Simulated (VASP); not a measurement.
# Au (P-1) in VASP: single point with PBEsol

Aim: the single point of Au with PBEsol.

All numbers are computed with VASP 6.6.1; they aren't measurements. Logs are shortened: lines on timing, memory, paths and dates and some standing lists are left out, and cuts for length are marked.

## (1) The cell of the first run

The typed cell holds 2 atoms: a = 2.898 Å, b = 2.900 Å, c = 4.967 Å, α = 107.03°, β = 89.94°, γ = 119.94°.

## (2) Single point, PBEsol

INCAR

```
SYSTEM = Au
PREC = Accurate
ENCUT = 520
EDIFF = 1E-7
ISMEAR = 0
SIGMA = 0.15
LREAL = .FALSE.
LASPH = .TRUE.
NELM = 100
ALGO = Fast
ISIF = 2
LWAVE = .FALSE.
LCHARG = .FALSE.
GGA = PS
NBANDS = 18
```

KPOINTS

```
regular mesh
0
G
  12 12 8
  0 0 0
```

POSCAR

```
Au
1.0
    2.8976145708     -0.0044403344     -0.0076025462
   -1.4447693042      2.4754334275     -0.4414004687
    0.0167066299     -0.8207789287      4.8989453166
Au
2
Direct
    0.2500110501      0.5000020637      0.7499996864
    0.7499889499      0.4999979363      0.2500003136
```

Potentials or basis: VASP PAW PBE potentials, release 64 (Au).

Command:

```console
cat potpaw_PBE.64/Au/POTCAR > POTCAR
mpirun -np 1 vasp_std > vasp.out
```

OUTCAR:

```text
SYSTEM = Au
   PREC = Accurate
   ENCUT = 520
   EDIFF = 1E-7
   ISMEAR = 0
   LREAL = .FALSE.
   LASPH = .TRUE.
   NELM = 100
   ISIF = 2
   GGA = PS

 ion  position               nearest neighbor table
   1  0.250  0.500  0.750-   2 2.87   2 2.87   2 2.88   2 2.88   2 2.88   2 2.88
   2  0.750  0.500  0.250-   1 2.87   1 2.87   1 2.88   1 2.88   1 2.88   1 2.88

  LATTYP: Found a triclinic cell.
 ALAT       =     2.8976279465
 B/A-ratio  =     1.0008164395
 C/A-ratio  =     1.7146361436
 COS(alpha) =     0.0001648209
 COS(beta)  =     0.2929207600
 COS(gamma) =     0.4991038072

  Lattice vectors:

 A1 = (  -2.8976145708,   0.0044403344,   0.0076025462)
 A2 = (  -1.4447693042,   2.4754334275,  -0.4414004687)
 A3 = (  -1.4695518965,  -1.6502141644,  -4.4499423017)

Analysis of symmetry for initial positions (statically):
=====================================================================
 Subroutine PRICEL returns:
 Original cell was already a primitive cell.

 Routine SETGRP: Setting up the symmetry group for a
 triclinic supercell.

 Subroutine GETGRP returns: Found  2 space group operations
 (whereof  2 operations were pure point group operations)
 out of a pool of  2 trial point group operations.

The static configuration has the point symmetry S_2 .

Analysis of symmetry for dynamics (positions and initial velocities):
=====================================================================
 Subroutine PRICEL returns:
 Original cell was already a primitive cell.

 Routine SETGRP: Setting up the symmetry group for a
 triclinic supercell.

 Subroutine GETGRP returns: Found  2 space group operations
 (whereof  2 operations were pure point group operations)
 out of a pool of  2 trial point group operations.

The dynamic configuration has the point symmetry S_2 .

 Subroutine INISYM returns: Found  2 space group operations
 (whereof  2 operations are pure point group operations),
 and found     1 'primitive' translations

----------------------------------------------------------------------------------------

                                     Primitive cell

  volume of cell :      34.0495

  direct lattice vectors                    reciprocal lattice vectors
     2.897614571 -0.004440334 -0.007602546     0.345517860  0.207652542  0.033612213
    -1.444769304  2.475433428 -0.441400469     0.000822125  0.416903912  0.069846097
     0.016706630 -0.820778929  4.898945317     0.000610275  0.037885761  0.210470943

  length of vectors
     2.897627946  2.899993684  4.967255014     0.404514463  0.422715064  0.213854439

  position of ions in fractional coordinates (direct lattice)
     0.250011050  0.500002064  0.749999686
     0.749988950  0.499997936  0.250000314

  ion indices of the primitive-cell ions
   primitive index   ion index
                 1           1
                 2           2

----------------------------------------------------------------------------------------

 KPOINTS: regular mesh

Automatic generation of k-mesh.
 Grid dimensions read from file:
 generate k-points for:   12   12    8

 Generating k-lattice:

  Cartesian coordinates                     Fractional coordinates (reciprocal lattice)
     0.028793155  0.017304379  0.002801018     0.083333333  0.000000000 -0.000000000
     0.000068510  0.034741993  0.005820508     0.000000000  0.083333333  0.000000000
     0.000076284  0.004735720  0.026308868    -0.000000000 -0.000000000  0.125000000

  Length of vectors
     0.033709539  0.035226255  0.026731805

  Shift w.r.t. Gamma in fractional coordinates (k-lattice)
     0.000000000  0.000000000  0.000000000

 Subroutine IBZKPT returns following result:
 ===========================================

 Found    580 irreducible k-points:

 Following reciprocal coordinates:
            Coordinates               Weight
  0.000000  0.000000  0.000000      1.000000
  0.083333  0.000000  0.000000      2.000000
  0.166667  0.000000  0.000000      2.000000
  0.250000  0.000000  0.000000      2.000000
  0.333333 -0.000000  0.000000      2.000000
  0.416667  0.000000  0.000000      2.000000
[... 16 lines left out ...]
  0.250000  0.166667  0.000000      2.000000
  0.333333  0.166667  0.000000      2.000000
 [... further k-points ...]
   k-points           NKPTS =    580   k-points in BZ     NKDIM =    580   number of bands    NBANDS=     18
   number of dos      NEDOS =    301   number of ions     NIONS =      2
   total plane-waves  NPLWV =  23040
   dimension x,y,z NGX =    24 NGY =   24 NGZ =   40
   dimension x,y,z NGXF=    48 NGYF=   48 NGZF=   80
   ions per type =               2
   NGX,Y,Z   is equivalent  to a cutoff of  13.77, 13.76, 13.39 a.u.
   NGXF,Y,Z  is equivalent  to a cutoff of  27.54, 27.52, 26.77 a.u.
 SYSTEM =  Au
   PREC   = accura    normal or accurate (medium, high low for compatibility)
   ISTART =      0    job   : 0-new  1-cont  2-samecut
   ICHARG =      2    charge: 1-file 2-atom 10-const
   ISPIN  =      1    spin polarized calculation?
   LNONCOLLINEAR =      F non collinear calculations
   LSORBIT =      F    spin-orbit coupling
   LASPH  =      T    aspherical Exc in radial PAW
   ENCUT  =  520.0 eV  38.22 Ry    6.18 a.u.   5.39  5.39  9.24*2*pi/ulx,y,z
   NELM   =    100;   NELMIN=  2; NELMDL= -5     # of ELM steps
   EDIFF  = 0.1E-06   stopping-criterion for ELM
   LREAL  =      F    real-space projection
   EDIFFG = 0.1E-05   stopping-criterion for IOM
   NSW    =      0    number of steps for IOM
   IBRION =     -1    ionic relax: 0-MD 1-quasi-New 2-CG
   NFREE  =      0    steps in history (QN), initial steepest desc. (CG)
   ISIF   =      2    stress and relaxation
   ISYM   =      2    0-nonsym 1-usesym 2-fastsym
   POTIM  = 0.5000    time-step for ionic-motion
   TEBEG  =    0.0;   TEEND  =   0.0 temperature during run
   PSTRESS=    0.0 pullay stress
   NELECT =      22.0000    total number of electrons
   NUPDOWN=      -1.0000    fix difference up-down
   EMIN   =  10.00;   EMAX   =-10.00  energy-range for DOS
   EFERMI =   0.00;   METHOD = LEGACY
   ISMEAR =     0;   SIGMA  =   0.15  broadening in eV -4-tet -1-fermi 0-gaus
   EFERMI_NEDOS =   21; number of points for ismear=-14 and -15
   IALGO  =     68    algorithm
   IMIX   =      4    mixing-type and parameters
     AMIX     =   0.40;   BMIX     =  1.00
     AMIX_MAG =   1.60;   BMIX_MAG =  1.00
  volume/ion in A,a.u.               =      17.02       114.89
  Fermi-wavevector in a.u.,A,eV,Ry     =   1.415290  2.674510 27.253081  2.003045
  Thomas-Fermi vector in A             =   2.536744
   LORBIT       =      0    0 simple, 1 ext, 2 COOP (PROOUT), +10 PAW based schemes
   GGA     = PS    functional components
   LHFCALC =     F    Hartree Fock is set to
   AEXX    =    0.0000 exact exchange contribution
   IVDW    =     0    specifies the selected vdW correction
   LEPSILON=     F    determine dielectric tensor
   LRPA    =     F    only Hartree local field effects (RPA)
 non-spin polarized calculation
 RMM-DIIS sequential band-by-band and
 Gauss-broadening in eV      SIGMA  =   0.15
  energy-cutoff  :      520.00
  volume of cell :       34.05
 maximum number of plane-waves:       950
 NGX is ok and might be reduce to    24
   NGX = 11   NGY = 11   NGZ = 19

 number of electron      21.9999999 magnetization

 Free energy of the ion-electron system (eV)
  ---------------------------------------------------
  ext. energy  EPLUGINS =         0.00000000
  ---------------------------------------------------
  free energy    TOTEN  =        -7.84485825 eV

  energy without entropy =       -7.83824405  energy(sigma->0) =       -7.84155115

 E-fermi :   9.2534     XC(G=0): -12.8905

 val. band max:        9.2514401609   @ k =  -0.1667   0.3333   0.5000
 cond. band min:       9.2548082569   @ k =  -0.0833  -0.4167   0.3750
 fundamental gap:      0.0033680960
 Fermi energy:         9.2534305949

 k-point     1 :       0.0000    0.0000    0.0000
  band No.  band energies     occupation
      1      -0.6368      2.00000
      2       1.9866      2.00000
      3       4.5549      2.00000
      4       4.5638      2.00000
      5       4.5739      2.00000
      6       4.5762      2.00000
[... 10 lines left out ...]
     17      26.2180      0.00000
     18      27.6423      0.00000

 k-point     2 :       0.0833    0.0000    0.0000
  band No.  band energies     occupation
      1      -0.4171      2.00000
      2       2.1619      2.00000
      3       4.4567      2.00000
      4       4.4810      2.00000
      5       4.6567      2.00000
      6       4.6952      2.00000
[... 10 lines left out ...]
     17      25.9806      0.00000
     18      26.6284      0.00000

 k-point     3 :       0.1667    0.0000    0.0000
  band No.  band energies     occupation
      1       0.2135      2.00000
      2       2.6300      2.00000
      3       4.1991      2.00000
      4       4.2445      2.00000
      5       4.8810      2.00000
      6       4.9817      2.00000
[... 10 lines left out ...]
     17      25.0328      0.00000
     18      25.3524      0.00000

 k-point     4 :       0.2500    0.0000    0.0000
  band No.  band energies     occupation
      1       1.1480      2.00000
      2       3.1210      2.00000
      3       3.9671      2.00000
      4       4.0099      2.00000
      5       4.8796      2.00000
      6       5.0238      2.00000
[... 10 lines left out ...]
     17      25.3414      0.00000
     18      25.5828      0.00000

 k-point     5 :       0.3333   -0.0000    0.0000
  band No.  band energies     occupation
      1       2.1182      2.00000
      2       3.1590      2.00000
      3       3.7946      2.00000
      4       3.9497      2.00000
      5       4.7537      2.00000
      6       4.7796      2.00000
[... 10 lines left out ...]
     17      24.6444      0.00000
     18      25.0338      0.00000

 k-point     6 :       0.4167    0.0000    0.0000
  band No.  band energies     occupation
      1       2.6824      2.00000
      2       3.0028      2.00000
      3       3.7757      2.00000
      4       3.7968      2.00000
      5       4.6731      2.00000
      6       5.0016      2.00000
[... 10 lines left out ...]
     17      23.2715      0.00000
     18      23.3378      0.00000

 k-point     7 :       0.5000    0.0000    0.0000
  band No.  band energies     occupation
      1       2.8657      2.00000
      2       2.8658      2.00000
      3       3.7504      2.00000
      4       3.7505      2.00000
      5       4.9169      2.00000
      6       4.9170      2.00000
[... 10 lines left out ...]
     17      22.6705      0.00000
     18      22.6706      0.00000

 k-point     8 :       0.0000    0.0833    0.0000
  band No.  band energies     occupation
      1      -0.3979      2.00000
      2       2.1597      2.00000
      3       4.4442      2.00000
      4       4.4998      2.00000
      5       4.6497      2.00000
      6       4.7205      2.00000
[... 10 lines left out ...]
     17      25.7065      0.00000
     18      26.2828      0.00000
[... 229 lines left out ...]
     17      25.9596      0.00000
     18      26.6259      0.00000

 k-point    20 :       0.0000    0.1667    0.0000
  band No.  band energies     occupation
      1       0.2704      2.00000
      2       2.5825      2.00000
      3       4.1896      2.00000
      4       4.3651      2.00000
      5       4.7957      2.00000
      6       4.9199      2.00000
[... 10 lines left out ...]
     17      24.9061      0.00000
     18      25.0660      0.00000

 k-point    21 :       0.0833    0.1667    0.0000
  band No.  band energies     occupation
      1       0.8597      2.00000
      2       2.9182      2.00000
      3       3.9810      2.00000
      4       4.2165      2.00000
      5       4.7727      2.00000
      6       4.8848      2.00000
[... 10 lines left out ...]
     17      24.9653      0.00000
     18      26.6783      0.00000

 k-point    22 :       0.1667    0.1667    0.0000
  band No.  band energies     occupation
      1       1.7185      2.00000
      2       3.4222      2.00000
      3       3.7636      2.00000
      4       3.9648      2.00000
      5       4.2980      2.00000
      6       4.7710      2.00000
[... 10 lines left out ...]
     17      23.8899      0.00000
     18      26.4898      0.00000

 k-point    23 :       0.2500    0.1667    0.0000
  band No.  band energies     occupation
      1       2.6419      2.00000
      2       3.5706      2.00000
      3       3.7187      2.00000
      4       3.8353      2.00000
      5       4.1368      2.00000
      6       4.4521      2.00000
[... 10 lines left out ...]
     17      21.6617      0.00000
     18      24.8336      0.00000

 k-point    24 :       0.3333    0.1667    0.0000
  band No.  band energies     occupation
      1       3.2748      2.00000
      2       3.5317      2.00000
      3       3.5552      2.00000
      4       3.6367      2.00000
      5       4.2611      2.00000
      6       4.5104      2.00000
[... 10 lines left out ...]
     17      20.9656      0.00000
     18      22.7778      0.00000

 [... further k-points ...]
[... 5 lines left out ...]
  --------------------------------------------------------------------------------------
  -------------------------------------------------------------------------------------
  Total       -0.0564181     -0.0574866     -0.0551608     -0.0003811     -0.0038277     -0.0062046
  in kB       -2.6547174     -2.7049912     -2.5955542     -0.0179314     -0.1801077     -0.2919515
  external PRESSURE =      -2.6517542 kB  Pullay stress =       0.0000000 kB

 VOLUME and BASIS-vectors are now :
 -----------------------------------------------------------------------------
  energy-cutoff  :      520.00
  volume of cell :       34.05
      direct lattice vectors                 reciprocal lattice vectors
     2.897614571 -0.004440334 -0.007602546     0.345517860  0.207652542  0.033612213
    -1.444769304  2.475433428 -0.441400469     0.000822125  0.416903912  0.069846097
     0.016706630 -0.820778929  4.898945317     0.000610275  0.037885761  0.210470943

 POSITION                                       TOTAL-FORCE (eV/Angst)
 -----------------------------------------------------------------------------------
      0.01458      0.62103      3.45161        -0.000087     -0.000012      0.000030
      1.45497      1.02919      0.99834         0.000087      0.000012     -0.000030
 -----------------------------------------------------------------------------------
    total drift:                                0.000000     -0.000000      0.000000

  FREE ENERGIE OF THE ION-ELECTRON SYSTEM (eV)
  ---------------------------------------------------
  free  energy   TOTEN  =        -7.8448582451 eV

  energy  without entropy=       -7.8382440536  energy(sigma->0) =       -7.84155115
```

Wall time 13 min (1 thread of AMD EPYC 7R13, shared host); peak memory 0.37 GiB.

What came out:

```
Free energy            : -7.8449 eV
Pressure               : -0.3 GPa
Band gap on the k mesh : zero (bands 11 and 12 overlap by 5.76 eV)
```

Caveat: the PAW data sets were made with another functional, which shifts forces and pressure a little; spin-orbit coupling is left out, which moves the levels of the heavy elements.
